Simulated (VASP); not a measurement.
Here is a VASP 6.6.1 calculation.

Contents of INCAR:

```
SYSTEM = NaH
  PREC = Accurate
  ENCUT = 500
  EDIFF = 1E-6
  ISMEAR = 0
  SIGMA = 0.05
  LREAL = .FALSE.
  LASPH = .TRUE.
  NELM = 120
  ALGO = Normal
  ISIF = 2
  LWAVE = .FALSE.
  LCHARG = .FALSE.
  GGA = PS
  NBANDS = 11
  GGA_COMPAT = .FALSE.
```

The input KPOINTS:

```
Automatic mesh
0
G
  10 10 10
  0 0 0
```

The input POSCAR:

```
NaH
1.0
    3.0585533400      0.0000000000      0.0000000000
    0.0000000000      2.8516946600      0.0000000000
    0.0000000000      0.0000000000      2.9551240000
Na H
1 1
Direct
    0.0000000000      0.0000000000      0.0000000000
    0.5000000000      0.5000000000      0.5000000000
```

Potentials or basis: VASP PAW PBE potentials, release 64 (Na_pv, H).

Command:

```bash
$ cat potpaw_PBE.64/Na_pv/POTCAR potpaw_PBE.64/H/POTCAR > POTCAR
$ mpirun -np 1 vasp_std > vasp.out
```

Question: What does it give for the band gap on the k mesh?

Answer: 0.45 eV (least direct gap 4.20 eV).

Question: Estimate the pressure.

Answer: -0.4 GPa.

Stress tensor (GPa, compression positive):
```
-4.31  0.00  0.00
 0.00  3.54  0.00
 0.00  0.00 -0.44
```

Caveat: the cell differs from its parent crystal (strain +0.0350 x Voigt [1, -1, 0, 0, 0, 0]); the PAW data sets were made with another functional, which shifts forces and pressure a little. A k mesh can miss the band edges.
